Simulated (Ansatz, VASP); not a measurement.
# InSe in VASP and in Ansatz

```
CELL_PARAMETERS angstrom
-4.03177 0.00000 0.00000
-2.01589 -3.49162 0.00000
0.00000 0.00000 17.26237
ATOMIC_POSITIONS crystal
In 0.33333 0.33333 0.16183
In 0.66667 0.66667 0.64735
In 0.33333 0.33333 0.32369
In 0.66667 0.66667 0.80920
Se 0.33333 0.33333 0.57279
Se 0.66667 0.66667 0.08727
Se 0.33333 0.33333 0.88377
Se 0.66667 0.66667 0.39825
```

Alike in both runs: task single point; functional PBE; dispersion D3(BJ); k mesh 9 × 9 × 2; occupations gaussian, width 0.03 eV; no spin polarisation.

```csv
,VASP,Ansatz
version,VASP 6.6.1,Ansatz 0.2.0
potentials or method,"VASP PAW PBE potentials, release 64 (In_d, Se), cutoff 520 eV","scalar-relativistic, plane waves, PAW"
valence electrons in the cell,76,116
```

Ansatz gave:

| Item | Value |
| --- | --- |
| gap on the k mesh at the Fermi level (eV) | 0.55 |
| least direct gap on the mesh (eV) | 0.55 |
| pressure (GPa) | -0.1 |
| traceless stress, the component that is largest in VASP (GPa) | -0.15 |
| rms of the force components (eV/Å) | 0.027 |

Problem. Estimate VASP's values.

Solution. gap on the k mesh at the Fermi level (eV): 0.54; least direct gap on the mesh (eV): 0.54; pressure (GPa): -0.1; traceless stress, the component that is largest in VASP (GPa): -0.15; rms of the force components (eV/Å): 0.032.

Atom by atom the forces differ by 0.008 eV/Å (rms over components). VASP's potentials hold 76 valence electrons a cell and Ansatz's 116, so a difference there can come from the potentials and not from the codes.
